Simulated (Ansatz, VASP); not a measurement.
# Two plane-wave programs on Al2Ru

```
Al Ru
1.0
     0.00000    3.98782    4.38497
     2.35063    0.00000    4.38497
     2.35063    3.98782    0.00000
Al Ru
4 2
Direct
  0.07893 0.42107 0.07893
  0.42107 0.07893 0.42107
  0.17107 0.82893 0.17107
  0.82893 0.17107 0.82893
  0.75000 0.75000 0.75000
  0.50000 0.50000 0.50000
```

Alike in both runs: functional PBEsol; k mesh 10 × 10 × 10; occupations gaussian, width 0.01 eV; no spin polarisation.

Ansatz relaxed the structure, and its values are those at the end. VASP's run is a single point on that final structure, the one shown.

```csv
,VASP,Ansatz
version,VASP 6.6.1,Ansatz 0.2.0
potentials or method,"VASP PAW PBE potentials, release 64 (Al, Ru_pv), cutoff 520 eV","scalar-relativistic, plane waves, PAW"
valence electrons in the cell,40,44
```

VASP gave:

```
gap on the k mesh at the Fermi level (eV) : 0.08
least direct gap on the mesh (eV)         : 1.23
pressure (GPa)                            : 0.1
```

Estimate Ansatz's values.

gap on the k mesh at the Fermi level (eV): 0.08; least direct gap on the mesh (eV): 1.23; pressure (GPa): 0.0.

VASP's potentials were made for PBE, not for PBEsol. With one functional, cell and mesh, what is left measures potentials, basis and numerics. VASP's potentials hold 40 valence electrons a cell and Ansatz's 44, so a difference there can come from the potentials and not from the codes.
